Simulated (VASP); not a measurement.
HfO2, 6 atoms in the cell. It takes space group P2_1/m (No. 11, monoclinic). The conventional cell has a = 3.604 Å, b = 3.604 Å, c = 5.266 Å, α = 90.00°, β = 91.72°, γ = 90.00°. Hf (site symmetry m) has 8 O at 2.06 to 2.48 Å within 2.7 Å. Within 2.7 Å of O (site symmetry m) lie 4 Hf at 2.06 to 2.42 Å and 6 O at 2.61 to 2.63 Å. Within 2.7 Å of O (site symmetry m) lie 4 Hf at 2.07 to 2.48 Å and 6 O at 2.60 to 2.64 Å.  This cell differs from its parent crystal: shear of c along a, cell held: +3.0 %.

- Program: VASP 6.6.1
- Task: relaxation of the atoms
- Functional: PBE
- Potentials or basis: VASP PAW PBE potentials, release 64 (Hf_pv, O)
- Cutoff: 520 eV
- k mesh: 6 × 6 × 4
- Occupations: gaussian, width 0.02 eV
- Spin: no spin polarisation
- Dipole correction: no
- Further INCAR settings: ALGO = Normal; EDIFF = 1e-06; IBRION = 2; EDIFFG = -0.008; NSW = 60

Potentials or basis: VASP PAW PBE potentials, release 64 (Hf_pv, O).

Run with:

```bash
$ cat potpaw_PBE.64/Hf_pv/POTCAR potpaw_PBE.64/O/POTCAR > POTCAR
$ mpirun -np 1 vasp_std > vasp.out
```

Hardware: 1 thread of Intel(R) Xeon(R) Platinum 8259CL CPU @ 2.50GHz (Skylake/Cascade Lake) (shared host).

Problem. How long does it take, and how much memory?

Solution. It took 4.7 min on 1 thread of Intel(R) Xeon(R) Platinum 8259CL CPU @ 2.50GHz (Skylake/Cascade Lake), with other jobs on the host, peak memory 0.23 GiB. Counts: scf iterations 55, k points 56, ion steps 9.
